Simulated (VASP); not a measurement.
# Pb (Im-3m) in VASP: a series of runs

Aim: see how the results for Pb move with the level of theory and the settings. Levels: PBE0, HSE06. Tasks: single point.

Program: VASP 6.6.1. These are calculated values, not measurements. Logs are shortened: lines on timing, memory, paths and dates and some standing lists are left out, and cuts for length are marked.

## 1. The cell of the first run

It takes space group Im-3m (No. 229, cubic). The conventional cell has a = 3.959 Å, b = 3.959 Å, c = 3.959 Å, α = 90.00°, β = 90.00°, γ = 90.00°. Pb (site symmetry m-3m) has 14 Pb at 3.43 to 3.96 Å within 4.5 Å.

This isn't the form of Pb at room conditions, which is fcc.

## 2. Single point, PBE0, non-collinear spin, zero start, spin-orbit coupling

File POSCAR:

```
Pb
1.0
   -1.9796595667      1.9796595667      1.9796595667
    1.9796595667     -1.9796595667      1.9796595667
    1.9796595667      1.9796595667     -1.9796595667
Pb
1
Direct
    0.0000000000      0.0000000000      0.0000000000
```

File INCAR.step1:

```
SYSTEM = Pb
ALGO = Normal
EDIFF = 1E-5
ENCUT = 520
GGA = PE
GGA_COMPAT = .FALSE.
ISIF = 2
ISMEAR = -1
LASPH = .TRUE.
LCHARG = .FALSE.
LORBIT = 11
LORBMOM = .TRUE.
LREAL = .FALSE.
LSORBIT = .TRUE.
LWAVE = .TRUE.
MAGMOM = 0 0 0
NBANDS = 25
NELM = 150
PREC = Accurate
SIGMA = 0.05
```

File INCAR.step2:

```
SYSTEM = Pb
AEXX = 0.25
ALGO = Normal
EDIFF = 1E-6
ENCUT = 520
GGA = PE
GGA_COMPAT = .FALSE.
ISIF = 2
ISMEAR = -1
ISTART = 1
LASPH = .TRUE.
LCHARG = .FALSE.
LHFCALC = .TRUE.
LORBIT = 11
LORBMOM = .TRUE.
LREAL = .FALSE.
LSORBIT = .TRUE.
LWAVE = .FALSE.
MAGMOM = 0 0 0
NBANDS = 25
NELM = 150
PREC = Accurate
PRECFOCK = Normal
SIGMA = 0.05
```

File KPOINTS:

```
k-points
0
G
  4 4 4
  0 0 0
```

Potentials or basis: VASP PAW PBE potentials, release 64 (Pb_d).

Command:

```sh
cat potpaw_PBE.64/Pb_d/POTCAR > POTCAR
cp INCAR.step1 INCAR
mpirun -np 1 vasp_ncl > vasp.out
cp INCAR.step2 INCAR
mpirun -np 1 vasp_ncl > vasp.out
```

OUTCAR:

```text
SYSTEM = Pb
   AEXX = 0.25
   EDIFF = 1E-6
   ENCUT = 520
   GGA = PE
   ISIF = 2
   ISMEAR = -1
   ISTART = 1
   LASPH = .TRUE.
   LHFCALC = .TRUE.
   LORBIT = 11
   LREAL = .FALSE.
   LSORBIT = .TRUE.
   NELM = 150
   PREC = Accurate
   PRECFOCK = Normal

 ion  position               nearest neighbor table
   1  0.000  0.000  0.000-

  LATTYP: Found a body centered cubic cell.
 ALAT       =     3.9593191334

  Lattice vectors:

 A1 = (  -1.9796595667,   1.9796595667,   1.9796595667)
 A2 = (   1.9796595667,  -1.9796595667,   1.9796595667)
 A3 = (   1.9796595667,   1.9796595667,  -1.9796595667)

Analysis of symmetry for initial positions (statically):
=====================================================================
 Subroutine PRICEL returns:
 Original cell was already a primitive cell.

 Routine SETGRP: Setting up the symmetry group for a
 body centered cubic supercell.

 Subroutine GETGRP returns: Found 48 space group operations
 (whereof 48 operations were pure point group operations)
 out of a pool of 48 trial point group operations.

The static configuration has the point symmetry O_h .

Analysis of symmetry for dynamics (positions and initial velocities):
=====================================================================
 Subroutine PRICEL returns:
 Original cell was already a primitive cell.

 Routine SETGRP: Setting up the symmetry group for a
 body centered cubic supercell.

 Subroutine GETGRP returns: Found 48 space group operations
 (whereof 48 operations were pure point group operations)
 out of a pool of 48 trial point group operations.

The dynamic configuration has the point symmetry O_h .

Analysis of structural, dynamic, and magnetic symmetry:
=====================================================================
 Subroutine PRICEL returns:
 Original cell was already a primitive cell.

 Routine SETGRP: Setting up the symmetry group for a
 body centered cubic supercell.

 Subroutine GETGRP returns: Found 48 space group operations
 (whereof 48 operations were pure point group operations)
 out of a pool of 48 trial point group operations.

The overall configuration has the point symmetry O_h .

 Subroutine INISYM returns: Found 48 space group operations
 (whereof 48 operations are pure point group operations),
 and found     1 'primitive' translations

----------------------------------------------------------------------------------------

                                     Primitive cell

  volume of cell :      31.0336

  direct lattice vectors                    reciprocal lattice vectors
    -1.979659567  1.979659567  1.979659567     0.000000000  0.252568678  0.252568678
     1.979659567 -1.979659567  1.979659567     0.252568678  0.000000000  0.252568678
     1.979659567  1.979659567 -1.979659567     0.252568678  0.252568678  0.000000000

  length of vectors
     3.428870951  3.428870951  3.428870951     0.357186050  0.357186050  0.357186050

  position of ions in fractional coordinates (direct lattice)
     0.000000000  0.000000000  0.000000000

  ion indices of the primitive-cell ions
   primitive index   ion index
                 1           1

----------------------------------------------------------------------------------------

 KPOINTS: k-points

Automatic generation of k-mesh.
 Grid dimensions read from file:
 generate k-points for:    4    4    4

 Generating k-lattice:

  Cartesian coordinates                     Fractional coordinates (reciprocal lattice)
     0.000000000  0.063142170  0.063142170     0.250000000  0.000000000  0.000000000
     0.063142170  0.000000000  0.063142170     0.000000000  0.250000000  0.000000000
     0.063142170  0.063142170  0.000000000     0.000000000  0.000000000  0.250000000

  Length of vectors
     0.089296513  0.089296513  0.089296513

  Shift w.r.t. Gamma in fractional coordinates (k-lattice)
     0.000000000  0.000000000  0.000000000

[... 39 lines left out ...]
   ISIF   =      2    stress and relaxation
   ISYM   =      3    0-nonsym 1-usesym 2-fastsym
   POTIM  = 0.5000    time-step for ionic-motion
   TEBEG  =    0.0;   TEEND  =   0.0 temperature during run
   PSTRESS=    0.0 pullay stress
   NELECT =      14.0000    total number of electrons
   NUPDOWN=      -1.0000    fix difference up-down
   EMIN   =  10.00;   EMAX   =-10.00  energy-range for DOS
   EFERMI =   0.00;   METHOD = LEGACY
   ISMEAR =    -1;   SIGMA  =   0.05  broadening in eV -4-tet -1-fermi 0-gaus
   EFERMI_NEDOS =   21; number of points for ismear=-14 and -15
   IALGO  =     38    algorithm
   IMIX   =      1    mixing-type and parameters
     AMIX     =   0.40;   BMIX     =  1.00
     AMIX_MAG =   1.60;   BMIX_MAG =  1.00
  volume/ion in A,a.u.               =      31.03       209.42
  Fermi-wavevector in a.u.,A,eV,Ry     =   1.255568  2.372680 21.448927  1.576452
  Thomas-Fermi vector in A             =   2.389319
   LORBIT       =     11    0 simple, 1 ext, 2 COOP (PROOUT), +10 PAW based schemes
   GGA     = PE    functional components
   LHFCALC =     T    Hartree Fock is set to
   PRECFOCK=normal    Normal, Fast or Accurate (Low or Medium for compatibility)
   ENCUT4O =  -1.0   cutoff for four orbital integrals eV
   NKREDX  =     1    reduce k-point grid by
   NKREDY  =     1    reduce k-point grid by
   NKREDZ  =     1    reduce k-point grid by
   AEXX    =    0.2500 exact exchange contribution
   HFSCREEN=    0.0000 screening length (either q_TF or 0.3 A-1)
   HFSCREENC=   0.0000 screening length for correlation (either q_TF or 0.3 A-1)
   ENCUTFOCK=  -1.0 apply spherical cutoff to Coloumb kernel
   IVDW    =     0    specifies the selected vdW correction
   LEPSILON=     F    determine dielectric tensor
   LRPA    =     F    only Hartree local field effects (RPA)
  energy-cutoff  :      520.00
  volume of cell :       31.03
 maximum number of plane-waves:      1774
 NGX is ok and might be reduce to    28
  NGX = 20; NGY = 20; NGZ = 20

 number of electron      14.0000002 magnetization       0.0000001      0.0000001      0.0000806

 number of electron      14.0000002 magnetization       0.0000000     -0.0000001      0.0015573

 number of electron      14.0000002 magnetization      -0.0000003     -0.0000330      0.1311572

 Free energy of the ion-electron system (eV)
  ---------------------------------------------------
  ext. energy  EPLUGINS =         0.00000000
  ---------------------------------------------------
  free energy    TOTEN  =        -4.84339586 eV

  energy without entropy =       -4.83801709  energy(sigma->0) =       -4.84070647

 E-fermi :   7.4347     XC(G=0):  -7.9670

 val. band max:        6.8573408718   @ k =   0.5000   0.5000   0.5000
 cond. band min:       7.5545898410   @ k =   0.2500   0.2500   0.0000
 fundamental gap:      0.6972489692
 Fermi energy:         7.4346947323

 k-point     1 :       0.0000    0.0000    0.0000
  band No.  band energies     occupation
      1     -14.0537      1.00000
      2     -14.0507      1.00000
      3     -14.0452      1.00000
      4     -14.0422      1.00000
      5     -11.4775      1.00000
      6     -11.4674      1.00000
[... 213 lines left out ...]
     24      24.8694      0.00000
     25      26.6041      0.00000

------------------------ aborting loop because EDIFF is reached ----------------------------------------

  FORCE on cell =-STRESS in cart. coord.  units (eV):
  Direction    XX          YY          ZZ          XY          YZ          ZX
  --------------------------------------------------------------------------------------
  -------------------------------------------------------------------------------------
  Total       -0.3899536     -0.3899536     -0.3899536     -0.0000000      0.0000000      0.0000000
  in kB      -20.1322348    -20.1322348    -20.1322348     -0.0000000      0.0000000      0.0000000
  external PRESSURE =     -20.1322348 kB  Pullay stress =       0.0000000 kB

 VOLUME and BASIS-vectors are now :
 -----------------------------------------------------------------------------
  energy-cutoff  :      520.00
  volume of cell :       31.03
      direct lattice vectors                 reciprocal lattice vectors
    -1.979659567  1.979659567  1.979659567     0.000000000  0.252568678  0.252568678
     1.979659567 -1.979659567  1.979659567     0.252568678  0.000000000  0.252568678
     1.979659567  1.979659567 -1.979659567     0.252568678  0.252568678  0.000000000

 POSITION                                       TOTAL-FORCE (eV/Angst)
 -----------------------------------------------------------------------------------
      0.00000      0.00000      0.00000        -0.000000     -0.000000     -0.000000
 -----------------------------------------------------------------------------------
    total drift:                                0.000000     -0.000000     -0.000000

  FREE ENERGIE OF THE ION-ELECTRON SYSTEM (eV)
  ---------------------------------------------------
  free  energy   TOTEN  =        -4.8433958594 eV

  energy  without entropy=       -4.8380170874  energy(sigma->0) =       -4.84070647

 orbital moment (x)

 # of ion     p       d       tot
 ----------------------------------------
  1        -0.000  -0.000  -0.000
 ----------------------------------------
           -0.000  -0.000  -0.000

 orbital moment (y)

 # of ion     p       d       tot
 ----------------------------------------
  1        -0.000   0.000  -0.000
 ----------------------------------------
           -0.000   0.000  -0.000

 orbital moment (z)

 # of ion     p       d       tot
 ----------------------------------------
  1        -0.019   0.001  -0.018
 ----------------------------------------
           -0.019   0.001  -0.018

 Spin-Orbit-Coupling matrix elements

 Ion:    1  E_soc:     -0.9455875
 l=   1
     0.0000000    -0.0924103    -0.0924095
    -0.0924103     0.0000000    -0.0924109
    -0.0924095    -0.0924109     0.0000000
 l=   2
     0.0000000    -0.0129430     0.0000000    -0.0129430    -0.0522447
    -0.0129430     0.0000000    -0.0391836    -0.0129430    -0.0130612
     0.0000000    -0.0391836     0.0000000    -0.0391836     0.0000000
    -0.0129430    -0.0129430    -0.0391836     0.0000000    -0.0130612
    -0.0522447    -0.0130612     0.0000000    -0.0130612     0.0000000
 l=   3
     0.0000000     0.0000000     0.0000000     0.0000000     0.0000000     0.0000000     0.0000000
     0.0000000     0.0000000     0.0000000     0.0000000     0.0000000     0.0000000     0.0000000
     0.0000000     0.0000000     0.0000000     0.0000000     0.0000000     0.0000000     0.0000000
     0.0000000     0.0000000     0.0000000     0.0000000     0.0000000     0.0000000     0.0000000
     0.0000000     0.0000000     0.0000000     0.0000000     0.0000000     0.0000000     0.0000000
     0.0000000     0.0000000     0.0000000     0.0000000     0.0000000     0.0000000     0.0000000
     0.0000000     0.0000000     0.0000000     0.0000000     0.0000000     0.0000000     0.0000000

 total charge

# of ion       s       p       d       tot
------------------------------------------
    1        1.384   0.748   9.820  11.953

 magnetization (x)

# of ion       s       p       d       tot
------------------------------------------
    1       -0.000   0.000   0.000   0.000

 magnetization (y)

# of ion       s       p       d       tot
------------------------------------------
    1       -0.000  -0.000   0.000  -0.000

 magnetization (z)

# of ion       s       p       d       tot
------------------------------------------
    1        0.000  -0.000   0.000  -0.000
```

It took 39 min on 1 thread of Intel Xeon Platinum 8488C (Sapphire Rapids), shared host; peak memory 0.24 GiB.

Results:

```yaml
Free_energy: -4.8434 eV
Pressure: -2.0 GPa
Net_moment: 0.13 μB per cell
Valence_electrons_inside_the_program's_atomic_spheres: Pb 11.95
```

Moments on the atoms (μB; x, y, z):
```
Pb  0.00 0.00 0.00
```

Caveat: the k points lie up to 0.56 Å⁻¹ apart; a moment this small can come from the mesh or the smearing; the PAW data sets were made with another functional, which shifts forces and pressure a little.

## 3. Single point, HSE06, non-collinear spin, zero start, spin-orbit coupling

POSCAR is that of step 2.

File INCAR.step1:

```
SYSTEM = Pb
  PREC = Accurate
  ENCUT = 520
  EDIFF = 1E-5
  ISMEAR = -1
  SIGMA = 0.05
  LREAL = .FALSE.
  LASPH = .TRUE.
  NELM = 150
  ALGO = Normal
  ISIF = 2
  LWAVE = .TRUE.
  LCHARG = .FALSE.
  MAGMOM = 0 0 0
  LORBIT = 11
  LSORBIT = .TRUE.
  GGA_COMPAT = .FALSE.
  LORBMOM = .TRUE.
  GGA = PE
  NBANDS = 25
```

File INCAR.step2:

```
SYSTEM = Pb
  PREC = Accurate
  ENCUT = 520
  EDIFF = 1E-6
  ISMEAR = -1
  SIGMA = 0.05
  LREAL = .FALSE.
  LASPH = .TRUE.
  NELM = 150
  ALGO = Normal
  ISIF = 2
  LWAVE = .FALSE.
  LCHARG = .FALSE.
  MAGMOM = 0 0 0
  LORBIT = 11
  LSORBIT = .TRUE.
  GGA_COMPAT = .FALSE.
  LORBMOM = .TRUE.
  GGA = PE
  LHFCALC = .TRUE.
  HFSCREEN = 0.2079
  PRECFOCK = Normal
  ISTART = 1
  NBANDS = 25
```

File KPOINTS:

```
regular mesh
0
G
  4 4 4
  0 0 0
```

Potentials or basis: VASP PAW PBE potentials, release 64 (Pb_d).

Command:

```sh
cat potpaw_PBE.64/Pb_d/POTCAR > POTCAR
cp INCAR.step1 INCAR
mpirun -np 1 vasp_ncl > vasp.out
cp INCAR.step2 INCAR
mpirun -np 1 vasp_ncl > vasp.out
```

Run time: 12 min. Hardware: 1 thread of Intel Xeon Platinum 8488C (Sapphire Rapids), shared host; peak memory 0.34 GiB.

The run converged. Its results:

- Free energy: -4.2996 eV
- Pressure: -1.6 GPa
- Net moment: 0.00 μB per cell
- Valence electrons inside the program's atomic spheres: Pb 11.95

Moments on the atoms (μB; x, y, z):
```
Pb  0.00 0.00 0.00
```

Caveat: the k points lie up to 0.56 Å⁻¹ apart; the PAW data sets were made with another functional, which shifts forces and pressure a little.
